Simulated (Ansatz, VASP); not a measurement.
## Two plane-wave programs on Mo

INCAR

```
SYSTEM = Mo
PREC = Accurate
ENCUT = 520
EDIFF = 1E-6
ISMEAR = 1
SIGMA = 0.1
LREAL = .False.
LASPH = .True.
NELM = 60
ALGO = Normal
ISIF = 2
LWAVE = .False.
LCHARG = .True.
GGA = PS
LELF = .True.
LVHAR = .True.
NBANDS = 13
```

Contents of KPOINTS:

```
Automatic mesh
0
Gamma
  36 36 36
  0 0 0
```

Contents of POSCAR:

```
Mo
1.0
   -1.5647277120      1.5647277120      1.5647277120
    1.5647277120     -1.5647277120      1.5647277120
    1.5647277120      1.5647277120     -1.5647277120
Mo
1
Direct
    0.0000000000      0.0000000000      0.0000000000
```

Input for Ansatz:

```yaml
crystal:
  lattice:
    - [-1.564727712, 1.564727712, 1.564727712]
    - [1.564727712, -1.564727712, 1.564727712]
    - [1.564727712, 1.564727712, -1.564727712]
  atoms:
    - { symbol: Mo, position: [0.0, 0.0, 0.0] }
kpoints:
  mp_grid: { grid: [36, 36, 36] }
scf:
  occupations: { method: cold, width: 0.1 }
hamiltonian:
  xc: pbesol
  pseudopotentials: { kind: paw }
output:
  forces: true
  stress: true
  populations: false
```

Alike in both runs: task single point; functional PBEsol; k mesh 36 × 36 × 36; no spin polarisation.

```csv
,VASP,Ansatz
version,VASP 6.6.1,Ansatz 0.2.0
potentials or method,"VASP PAW PBE potentials, release 64 (Mo_sv)","plane-wave PAW, scalar-relativistic"
plane-wave cutoff (eV),520,420
occupations,"methfessel-paxton of order 1, width 0.1 eV","cold, width 0.1 eV"
valence electrons in the cell,14,14
```

|  | VASP | Ansatz | Ansatz less VASP |
| --- | --- | --- | --- |
| pressure (GPa) | 0.6 | 0.0 | -0.54 |

VASP's potentials were made for PBE, not for PBEsol.
